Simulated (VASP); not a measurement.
Crystal: SiB6.

```
CELL_PARAMETERS angstrom
2.60919 1.50642 2.83942
-2.60919 1.50642 2.83942
0.00000 -3.01284 2.83942
ATOMIC_POSITIONS crystal
Si 0.68698 0.68698 0.68698
B 0.85547 0.85547 0.85547
B 0.13704 0.74983 0.13704
B 0.13704 0.13704 0.74983
B 0.74983 0.13704 0.13704
B 0.53009 0.53009 0.53009
B 0.26892 0.26892 0.26892
```

```yaml
Program: VASP 6.6.1
Task: relaxation of cell and atoms
Functional: PBE
Potentials_or_basis: VASP PAW PBE potentials, release 64 (Si, B)
Cutoff: 600 eV
k_mesh: 6 × 6 × 6
Occupations: gaussian, width 0.1 eV
Spin: no spin polarisation
```

At the start: pressure 45.1 GPa; volume 9.57 Å³/atom.

Problem. Where does the relaxation end?

Solution. Over 40 steps the energy falls by 2193.9 meV/atom and the volume is 8.76 Å³/atom (-8.4 %); space group R3m (No. 160, to 0.05 Å).

Step by step:
```tsv
step	energy change (eV)	largest force (eV/Å)	pressure (GPa)	volume (Å³)
1	0.0000	38.7047	45.11	66.96
2	176.6852	817.4622	235.13	90.15
3	-10.5893	6.2494	9.36	69.27
4	-10.6152	6.1733	9.22	69.17
5	-10.7718	7.7329	8.59	68.07
6	-13.4051	0.6322	-21.78	73.51
7	-13.5042	0.3389	-18.97	72.45
8	-14.3752	1.0530	-7.24	63.71
9	-14.4524	1.5524	-1.20	60.97
10	-14.8239	1.4500	0.67	57.96
11	-14.8936	1.6539	3.81	55.99
12	-14.9395	1.2666	0.25	56.27
13	-14.9681	0.7921	1.23	56.17
14	-15.0116	0.7958	0.63	56.62
15	-15.0345	0.6732	0.12	57.24
16	-15.0618	0.5991	-0.32	57.54
17	-15.0866	1.3424	-0.87	58.13
18	-15.1135	1.3194	-1.05	58.25
19	-15.1815	1.2738	-1.28	58.64
20	-15.2411	1.3748	-0.06	59.38
21	-15.3107	0.5593	-0.34	59.64
22	-15.3128	0.5947	-0.37	59.69
23	-15.3288	0.3649	-0.07	59.66
24	-15.3367	0.1806	0.41	59.62
25	-15.3431	0.1656	0.52	59.73
26	-15.3468	0.2623	0.74	59.90
27	-15.3508	0.1280	0.52	60.10
28	-15.3518	0.0886	0.36	60.25
29	-15.3526	0.0859	0.18	60.35
30	-15.3533	0.0805	-0.23	60.57
31	-15.3541	0.0805	-0.16	60.60
32	-15.3544	0.0842	-0.09	60.63
33	-15.3550	0.0587	0.12	60.62
34	-15.3551	0.0915	0.26	60.62
35	-15.3556	0.0662	0.30	60.67
36	-15.3564	0.0491	0.41	60.80
37	-15.3564	0.0511	0.44	60.85
38	-15.3570	0.0597	0.09	61.05
39	-15.3571	0.0789	-0.23	61.23
40	-15.3576	0.0397	-0.28	61.34
```

Final structure:
```
Si B
1.0
     2.27801    1.31521    3.41243
    -2.27801    1.31521    3.41243
     0.00000   -2.63042    3.41243
Si B
1 6
Cartesian
  0.0000 0.0000 6.8543
  0.0000 0.0000 8.8998
  -1.4232 0.8217 3.5717
  0.0000 -1.6434 3.5717
  1.4232 0.8217 3.5717
  0.0000 0.0000 4.8074
  0.0000 0.0000 3.1756
```
